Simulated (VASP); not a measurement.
# SiNi (Pnma) in VASP: notebook

The runs below take SiNi through single point, relaxation of shape and atoms at fixed volume, with PBE.

Everything below comes from runs of VASP 6.6.1. Logs are shortened: lines on timing, memory, paths and dates and some standing lists are left out, and cuts for length are marked.

**1. The cell of the first run**

The structure is orthorhombic, space group Pnma (No. 62). The conventional cell has a = 5.248 Å, b = 3.428 Å, c = 5.761 Å, α = 90.00°, β = 90.00°, γ = 90.00°. Si (site symmetry m) has 6 Ni at 2.32 to 2.45 Å and 2 Si at 2.73 Å within 3.1 Å. Ni (site symmetry m) has 6 Si at 2.32 to 2.45 Å and 4 Ni at 2.71 to 2.80 Å within 3.1 Å.

**2. Single point, PBE (12.95 Å³/atom)**

The input, INCAR:

```
SYSTEM = SiNi
ALGO = Normal
EDIFF = 1E-7
ENCUT = 520
GGA = PE
ISIF = 2
ISMEAR = 0
LASPH = .TRUE.
LCHARG = .FALSE.
LREAL = .FALSE.
LWAVE = .FALSE.
NBANDS = 38
NELM = 80
PREC = Accurate
SIGMA = 0.1
```

The input, KPOINTS:

```
k-points
0
G
  8 10 6
  0 0 0
```

The input, POSCAR:

```
SiNi
1.0
    5.2484739100      0.0000000000      0.0000000000
    0.0000000000      3.4276651344      0.0000000000
    0.0000000000      0.0000000000      5.7607253143
Si Ni
4 4
Direct
    0.3183244310      0.7500000000      0.0821464285
    0.1816755690      0.2500000000      0.5821464285
    0.8183244310      0.7500000000      0.4178535715
    0.6816755690      0.2500000000      0.9178535715
    0.0057354862      0.2500000000      0.1916634476
    0.4942645138      0.7500000000      0.6916634476
    0.5057354862      0.2500000000      0.3083365524
    0.9942645138      0.7500000000      0.8083365524
```

Potentials or basis: VASP PAW PBE potentials, release 64 (Si, Ni).

The run is started by

```
$ cat potpaw_PBE.64/Si/POTCAR potpaw_PBE.64/Ni/POTCAR > POTCAR
$ mpirun -np 1 vasp_std > vasp.out
```

OUTCAR:

```text
SYSTEM = SiNi
   EDIFF = 1E-7
   ENCUT = 520
   GGA = PE
   ISIF = 2
   ISMEAR = 0
   LASPH = .TRUE.
   LREAL = .FALSE.
   NELM = 80
   PREC = Accurate

 ion  position               nearest neighbor table
   1  0.318  0.750  0.082-   8 2.32   7 2.37   7 2.37   6 2.43   5 2.45   5 2.45   4 2.73   4 2.73

   2  0.182  0.250  0.582-   7 2.32   8 2.37   8 2.37   5 2.43   6 2.45   6 2.45   3 2.73   3 2.73

   3  0.818  0.750  0.418-   6 2.32   5 2.37   5 2.37   8 2.43   7 2.45   7 2.45   2 2.73   2 2.73

   4  0.682  0.250  0.918-   5 2.32   6 2.37   6 2.37   7 2.43   8 2.45   8 2.45   1 2.73   1 2.73

   5  0.006  0.250  0.192-   4 2.32   3 2.37   3 2.37   2 2.43   1 2.45   1 2.45   7 2.71   7 2.71
                             8 2.80   8 2.80
   6  0.494  0.750  0.692-   3 2.32   4 2.37   4 2.37   1 2.43   2 2.45   2 2.45   8 2.71   8 2.71
                             7 2.80   7 2.80
   7  0.506  0.250  0.308-   2 2.32   1 2.37   1 2.37   4 2.43   3 2.45   3 2.45   5 2.71   5 2.71
                             6 2.80   6 2.80
   8  0.994  0.750  0.808-   1 2.32   2 2.37   2 2.37   3 2.43   4 2.45   4 2.45   6 2.71   6 2.71
                             5 2.80   5 2.80

  LATTYP: Found a simple orthorhombic cell.
 ALAT       =     3.4276651344
 B/A-ratio  =     1.5312096439
 C/A-ratio  =     1.6806558075

  Lattice vectors:

 A1 = (   0.0000000000,  -3.4276651344,   0.0000000000)
 A2 = (   5.2484739100,   0.0000000000,   0.0000000000)
 A3 = (   0.0000000000,   0.0000000000,   5.7607253143)

Analysis of symmetry for initial positions (statically):
=====================================================================
 Subroutine PRICEL returns:
 Original cell was already a primitive cell.

 Routine SETGRP: Setting up the symmetry group for a
 simple orthorhombic supercell.

 Subroutine GETGRP returns: Found  8 space group operations
 (whereof  2 operations were pure point group operations)
 out of a pool of  8 trial point group operations.

The static configuration has the point symmetry S_2 .
 The point group associated with its full space group is D_2h.

Analysis of symmetry for dynamics (positions and initial velocities):
=====================================================================
 Subroutine PRICEL returns:
 Original cell was already a primitive cell.

 Routine SETGRP: Setting up the symmetry group for a
 simple orthorhombic supercell.

 Subroutine GETGRP returns: Found  8 space group operations
 (whereof  2 operations were pure point group operations)
 out of a pool of  8 trial point group operations.

The dynamic configuration has the point symmetry S_2 .
 The point group associated with its full space group is D_2h.

 Subroutine INISYM returns: Found  8 space group operations
 (whereof  2 operations are pure point group operations),
 and found     1 'primitive' translations

----------------------------------------------------------------------------------------

                                     Primitive cell

  volume of cell :     103.6355

  direct lattice vectors                    reciprocal lattice vectors
     5.248473910  0.000000000  0.000000000     0.190531575  0.000000000  0.000000000
     0.000000000  3.427665134  0.000000000     0.000000000  0.291743785  0.000000000
     0.000000000  0.000000000  5.760725314     0.000000000  0.000000000  0.173589252

  length of vectors
     5.248473910  3.427665134  5.760725314     0.190531575  0.291743785  0.173589252

  position of ions in fractional coordinates (direct lattice)
     0.318324431  0.750000000  0.082146429
     0.181675569  0.250000000  0.582146429
     0.818324431  0.750000000  0.417853571
     0.681675569  0.250000000  0.917853571
     0.005735486  0.250000000  0.191663448
     0.494264514  0.750000000  0.691663448
     0.505735486  0.250000000  0.308336552
     0.994264514  0.750000000  0.808336552

  ion indices of the primitive-cell ions
   primitive index   ion index
                 1           1
                 2           2
                 3           3
                 4           4
                 5           5
                 6           6
                 7           7
                 8           8

----------------------------------------------------------------------------------------

 KPOINTS: k-points

Automatic generation of k-mesh.
 Grid dimensions read from file:
 generate k-points for:    8   10    6

 Generating k-lattice:

  Cartesian coordinates                     Fractional coordinates (reciprocal lattice)
     0.023816447  0.000000000  0.000000000     0.125000000  0.000000000  0.000000000
     0.000000000  0.029174378  0.000000000     0.000000000  0.100000000  0.000000000
     0.000000000  0.000000000  0.028931542     0.000000000  0.000000000  0.166666667

  Length of vectors
     0.023816447  0.029174378  0.028931542

  Shift w.r.t. Gamma in fractional coordinates (k-lattice)
     0.000000000  0.000000000  0.000000000

 Subroutine IBZKPT returns following result:
 ===========================================

 Found    120 irreducible k-points:

 Following reciprocal coordinates:
            Coordinates               Weight
  0.000000  0.000000  0.000000      1.000000
  0.125000  0.000000  0.000000      2.000000
  0.250000  0.000000  0.000000      2.000000
  0.375000  0.000000  0.000000      2.000000
  0.500000  0.000000  0.000000      1.000000
  0.000000  0.100000  0.000000      2.000000
[... 16 lines left out ...]
  0.250000  0.400000  0.000000      4.000000
  0.375000  0.400000  0.000000      4.000000
 [... further k-points ...]
   k-points           NKPTS =    120   k-points in BZ     NKDIM =    120   number of bands    NBANDS=     38
   number of dos      NEDOS =    301   number of ions     NIONS =      8
   total plane-waves  NPLWV =  53760
   dimension x,y,z NGX =    40 NGY =   28 NGZ =   48
   dimension x,y,z NGXF=    80 NGYF=   56 NGZF=   96
   ions per type =               4   4
   NGX,Y,Z   is equivalent  to a cutoff of  12.67, 13.58, 13.85 a.u.
   NGXF,Y,Z  is equivalent  to a cutoff of  25.34, 27.16, 27.70 a.u.
 SYSTEM =  SiNi
   PREC   = accura    normal or accurate (medium, high low for compatibility)
   ISTART =      0    job   : 0-new  1-cont  2-samecut
   ICHARG =      2    charge: 1-file 2-atom 10-const
   ISPIN  =      1    spin polarized calculation?
   LNONCOLLINEAR =      F non collinear calculations
   LSORBIT =      F    spin-orbit coupling
   LASPH  =      T    aspherical Exc in radial PAW
   ENCUT  =  520.0 eV  38.22 Ry    6.18 a.u.   9.76  6.37 10.71*2*pi/ulx,y,z
   NELM   =     80;   NELMIN=  2; NELMDL= -5     # of ELM steps
   EDIFF  = 0.1E-06   stopping-criterion for ELM
   LREAL  =      F    real-space projection
   EDIFFG = 0.1E-05   stopping-criterion for IOM
   NSW    =      0    number of steps for IOM
   IBRION =     -1    ionic relax: 0-MD 1-quasi-New 2-CG
   NFREE  =      0    steps in history (QN), initial steepest desc. (CG)
   ISIF   =      2    stress and relaxation
   ISYM   =      2    0-nonsym 1-usesym 2-fastsym
   POTIM  = 0.5000    time-step for ionic-motion
   TEBEG  =    0.0;   TEEND  =   0.0 temperature during run
   PSTRESS=    0.0 pullay stress
   NELECT =      56.0000    total number of electrons
   NUPDOWN=      -1.0000    fix difference up-down
   EMIN   =  10.00;   EMAX   =-10.00  energy-range for DOS
   EFERMI =   0.00;   METHOD = LEGACY
   ISMEAR =     0;   SIGMA  =   0.10  broadening in eV -4-tet -1-fermi 0-gaus
   EFERMI_NEDOS =   21; number of points for ismear=-14 and -15
   IALGO  =     38    algorithm
   IMIX   =      4    mixing-type and parameters
     AMIX     =   0.40;   BMIX     =  1.00
     AMIX_MAG =   1.60;   BMIX_MAG =  1.00
  volume/ion in A,a.u.               =      12.95        87.42
  Fermi-wavevector in a.u.,A,eV,Ry     =   1.333423  2.519804 24.191392  1.778017
  Thomas-Fermi vector in A             =   2.462283
   LORBIT       =      0    0 simple, 1 ext, 2 COOP (PROOUT), +10 PAW based schemes
   GGA     = PE    functional components
   LHFCALC =     F    Hartree Fock is set to
   AEXX    =    0.0000 exact exchange contribution
   IVDW    =     0    specifies the selected vdW correction
   LEPSILON=     F    determine dielectric tensor
   LRPA    =     F    only Hartree local field effects (RPA)
 non-spin polarized calculation
 Gauss-broadening in eV      SIGMA  =   0.10
  energy-cutoff  :      520.00
  volume of cell :      103.64
 maximum number of plane-waves:      2815
 NGX is ok and might be reduce to    40
   NGX = 19   NGY = 13   NGZ = 21

 number of electron      56.0000015 magnetization

 Free energy of the ion-electron system (eV)
  ---------------------------------------------------
  ext. energy  EPLUGINS =         0.00000000
  ---------------------------------------------------
  free energy    TOTEN  =       -47.44770244 eV

  energy without entropy =      -47.43782865  energy(sigma->0) =      -47.44276555

 E-fermi :   9.4795     XC(G=0): -11.8800

 val. band max:        9.4510741842   @ k =   0.1250   0.2000   0.3333
 cond. band min:       9.4835255149   @ k =   0.2500   0.0000   0.1667
 fundamental gap:      0.0324513308
 Fermi energy:         9.4794908443

 k-point     1 :       0.0000    0.0000    0.0000
  band No.  band energies     occupation
      1      -2.9495      2.00000
      2       0.1909      2.00000
      3       1.4582      2.00000
      4       1.9618      2.00000
      5       3.3474      2.00000
      6       3.7669      2.00000
[... 30 lines left out ...]
     37      15.6907      0.00000
     38      15.9116      0.00000

 k-point     2 :       0.1250    0.0000    0.0000
  band No.  band energies     occupation
      1      -2.8692      2.00000
      2       0.0458      2.00000
      3       1.5081      2.00000
      4       1.6626      2.00000
      5       3.6518      2.00000
      6       3.8761      2.00000
[... 30 lines left out ...]
     37      15.4282      0.00000
     38      15.5666      0.00000
[... 859 lines left out ...]
     37      14.4308      0.00000
     38      15.8577      0.00000

 k-point    24 :       0.3750    0.4000    0.0000
  band No.  band energies     occupation
      1      -0.3916      2.00000
      2       0.5972      2.00000
      3       1.5045      2.00000
      4       1.9812      2.00000
      5       3.9865      2.00000
      6       4.1280      2.00000
[... 30 lines left out ...]
     37      15.2726      0.00000
     38      15.8198      0.00000

 [... further k-points ...]
[... 5 lines left out ...]
  --------------------------------------------------------------------------------------
  -------------------------------------------------------------------------------------
  Total       -5.3568752     -5.4478524     -5.3653384      0.0000000      0.0000000      0.0000000
  in kB      -82.8158593    -84.2223424    -82.9466990      0.0000000      0.0000000      0.0000000
  external PRESSURE =     -83.3283002 kB  Pullay stress =       0.0000000 kB

 VOLUME and BASIS-vectors are now :
 -----------------------------------------------------------------------------
  energy-cutoff  :      520.00
  volume of cell :      103.64
      direct lattice vectors                 reciprocal lattice vectors
     5.248473910  0.000000000  0.000000000     0.190531575  0.000000000  0.000000000
     0.000000000  3.427665134  0.000000000     0.000000000  0.291743785  0.000000000
     0.000000000  0.000000000  5.760725314     0.000000000  0.000000000  0.173589252

 POSITION                                       TOTAL-FORCE (eV/Angst)
 -----------------------------------------------------------------------------------
      1.67072      2.57075      0.47322        -0.000002      0.000000     -0.001047
      0.95352      0.85692      3.35359         0.000002      0.000000     -0.001047
      4.29495      2.57075      2.40714        -0.000002      0.000000      0.001047
      3.57776      0.85692      5.28750         0.000002      0.000000      0.001047
      0.03010      0.85692      1.10412         0.009049      0.000000      0.000125
      2.59413      2.57075      3.98448        -0.009049      0.000000      0.000125
      2.65434      0.85692      1.77624         0.009049     -0.000000     -0.000125
      5.21837      2.57075      4.65660        -0.009049     -0.000000     -0.000125
 -----------------------------------------------------------------------------------
    total drift:                               -0.000000      0.000000      0.000000

  FREE ENERGIE OF THE ION-ELECTRON SYSTEM (eV)
  ---------------------------------------------------
  free  energy   TOTEN  =       -47.4477024442 eV

  energy  without entropy=      -47.4378286515  energy(sigma->0) =      -47.44276555
```

Wall time 7.4 min (1 thread of Intel Xeon Platinum 8375C at 2.90GHz (Ice Lake), shared host); peak memory 0.46 GiB.

What came out:

* Free energy: -47.4477 eV
* Pressure: -8.3 GPa
* Largest force: 0.009 eV/Å
* Band gap on the k mesh: zero (bands 28 and 29 overlap by 1.72 eV)

Forces on the atoms (eV/Å):
```
Si   0.000  0.000 -0.001
Si   0.000  0.000 -0.001
Si   0.000  0.000  0.001
Si   0.000  0.000  0.001
Ni   0.009  0.000  0.000
Ni  -0.009  0.000  0.000
Ni   0.009  0.000  0.000
Ni  -0.009  0.000  0.000
```

Stress tensor (GPa, compression positive):
```
-8.28  0.00  0.00
 0.00 -8.42  0.00
 0.00  0.00 -8.29
```

Levels at points of the mesh, in eV from the Fermi level:
```
           k point  band 24  band 25  band 26  band 27  band 28  band 29  band 30  band 31  band 32  band 33
(0.00, 0.00, 0.00)    -1.82    -1.79    -1.13    -0.96    -0.89     0.62     1.04     3.27     3.68     3.98
(0.50, 0.00, 0.00)    -1.87    -1.73    -1.73     0.95     0.95     1.14     1.14     3.40     3.40     4.28
(0.00, 0.50, 0.00)    -1.95    -1.73    -1.73    -1.33    -1.33    -0.60    -0.60     1.82     1.82     2.32
(0.50, 0.50, 0.00)    -1.89    -1.55    -1.55    -1.55    -1.55     0.31     0.31     0.31     0.31     4.08
(0.00, 0.00, 0.50)    -1.89    -1.38    -1.38    -0.29    -0.29     0.92     0.92     2.95     2.95     4.13
(0.50, 0.00, 0.50)    -1.99    -0.99    -0.99     0.70     0.70     2.21     2.21     2.56     2.56     2.73
(0.00, 0.50, 0.50)    -1.86    -1.81    -1.81    -1.61    -1.61     0.15     0.15     1.07     1.07     2.03
(0.50, 0.50, 0.50)    -2.00    -1.74    -1.74    -1.74    -1.74     2.28     2.28     2.28     2.28     3.28
```

Caveat: the cell stands under tension.

**3. Relaxation of shape and atoms at fixed volume, PBE (12.95 Å³/atom)**

The input, INCAR:

```
SYSTEM = SiNi
PREC = Accurate
ENCUT = 600
EDIFF = 1E-7
ISMEAR = 0
SIGMA = 0.1
LREAL = .FALSE.
LASPH = .TRUE.
NELM = 100
ALGO = Fast
ISIF = 4
LWAVE = .FALSE.
LCHARG = .FALSE.
GGA = PE
IBRION = 2
NSW = 50
EDIFFG = -0.01
```

The input, KPOINTS:

```
Automatic mesh
0
G
  8 10 6
  0 0 0
```

The input, POSCAR:

```
SiNi
1.0
    5.2523691336      0.0000000000      0.0000000000
    0.0000000000      3.4342017961      0.0000000000
    0.0000000000      0.0000000000      5.7454962481
Si Ni
4 4
Direct
    0.3198164328      0.7500000000      0.0830992750
    0.1801835672      0.2500000000      0.5830992750
    0.8198164328      0.7500000000      0.4169007250
    0.6801835672      0.2500000000      0.9169007250
    0.0070084631      0.2500000000      0.1900366828
    0.4929915369      0.7500000000      0.6900366828
    0.5070084631      0.2500000000      0.3099633172
    0.9929915369      0.7500000000      0.8099633172
```

Potentials or basis: VASP PAW PBE potentials, release 64 (Si, Ni).

The run is started by

```
$ cat potpaw_PBE.64/Si/POTCAR potpaw_PBE.64/Ni/POTCAR > POTCAR
$ mpirun -np 1 vasp_std > vasp.out
```

Wall time 38 min (1 thread of Oxide Virtual Turin-like, shared host); peak memory 0.49 GiB.

It converged, with:

```yaml
Free_energy: -47.4467 eV
Energy_gained_by_relaxing: 0.3 meV/atom
Ionic_steps: 4
Pressure_after_relaxing: -8.4 GPa
Largest_force_after_relaxing: 0.008 eV/Å
Band_gap_on_the_k_mesh: zero (bands 28 and 29 overlap by 1.72 eV)
```

Forces in eV/Å, atoms in the order of the input:
```
Si  -0.004  0.000 -0.006
Si   0.004  0.000 -0.006
Si  -0.004  0.000  0.006
Si   0.004  0.000  0.006
Ni   0.004  0.000 -0.003
Ni  -0.004  0.000 -0.003
Ni   0.004  0.000  0.003
Ni  -0.004  0.000  0.003
```

Stress tensor (GPa, compression positive):
```
-8.33  0.00  0.00
 0.00 -8.47  0.00
 0.00  0.00 -8.36
```

The path:
| step | energy change (eV) | largest force (eV/Å) | pressure (GPa) | volume (Å³) |
| --- | --- | --- | --- | --- |
| 1 | 0.0000 | 0.0654 | -8.81 | 103.64 |
| 2 | -0.0010 | 0.0436 | -8.56 | 103.64 |
| 3 | -0.0021 | 0.0142 | -8.39 | 103.64 |
| 4 | -0.0024 | 0.0077 | -8.39 | 103.64 |

Final structure:
```xyz
8
Lattice="5.2470 0.0000 0.0000 0.0000 3.4292 0.0000 0.0000 0.0000 5.7597" Properties=species:S:1:pos:R:3 pbc="T T T"
Si    1.6708    2.5719    0.4742
Si    0.9528    0.8573    3.3540
Si    4.2943    2.5719    2.4056
Si    3.5763    0.8573    5.2855
Ni    0.0309    0.8573    1.1039
Ni    2.5926    2.5719    3.9838
Ni    2.6544    0.8573    1.7759
Ni    5.2161    2.5719    4.6557
```

Levels at points of the mesh, in eV from the Fermi level:
```
           k point  band 26  band 27  band 28  band 29  band 30  band 31
(0.00, 0.00, 0.00)    -1.13    -0.96    -0.88     0.62     1.04     3.27
(0.50, 0.00, 0.00)    -1.73     0.96     0.96     1.13     1.13     3.39
(0.00, 0.50, 0.00)    -1.73    -1.33    -1.33    -0.59    -0.59     1.82
(0.50, 0.50, 0.00)    -1.55    -1.55    -1.55     0.31     0.31     0.31
(0.00, 0.00, 0.50)    -1.37    -0.29    -0.29     0.92     0.92     2.95
(0.50, 0.00, 0.50)    -0.98     0.71     0.71     2.21     2.21     2.56
(0.00, 0.50, 0.50)    -1.81    -1.60    -1.60     0.15     0.15     1.07
(0.50, 0.50, 0.50)    -1.74    -1.74    -1.74     2.28     2.28     2.28
```
